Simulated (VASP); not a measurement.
Input of a VASP 6.6.1 run:

File INCAR:

```
SYSTEM = Cd
  PREC = Accurate
  ENCUT = 520
  EDIFF = 1E-6
  ISMEAR = -1
  SIGMA = 0.1
  LREAL = .FALSE.
  LASPH = .TRUE.
  NELM = 100
  ALGO = Normal
  ISIF = 2
  LWAVE = .FALSE.
  LCHARG = .TRUE.
  GGA = PS
  LELF = .TRUE.
  LVHAR = .TRUE.
  NBANDS = 19
```

KPOINTS

```
regular mesh
0
G
  14 14 14
  0 0 0
```

The input POSCAR:

```
Cd
1.0
    0.0000000000      3.2208476881      3.2208476881
    3.2208476881      0.0000000000      3.2208476881
    3.2208476881      3.2208476881      0.0000000000
Cd
2
Direct
    0.1250000000      0.1250000000      0.1250000000
    0.8750000000      0.8750000000      0.8750000000
```

Potentials or basis: VASP PAW PBE potentials, release 64 (Cd).

Launch:

```sh
$ cat potpaw_PBE.64/Cd/POTCAR > POTCAR
$ mpirun -np 1 vasp_std > vasp.out
```

(1) What does it give for the band gap on the k mesh?

(2) What does it give for the pressure?

Results:

(1) zero (bands 12 and 13 overlap by 5.28 eV).

(2) 0.3 GPa.

Caveat: the PAW data sets were made with another functional, which shifts forces and pressure a little.
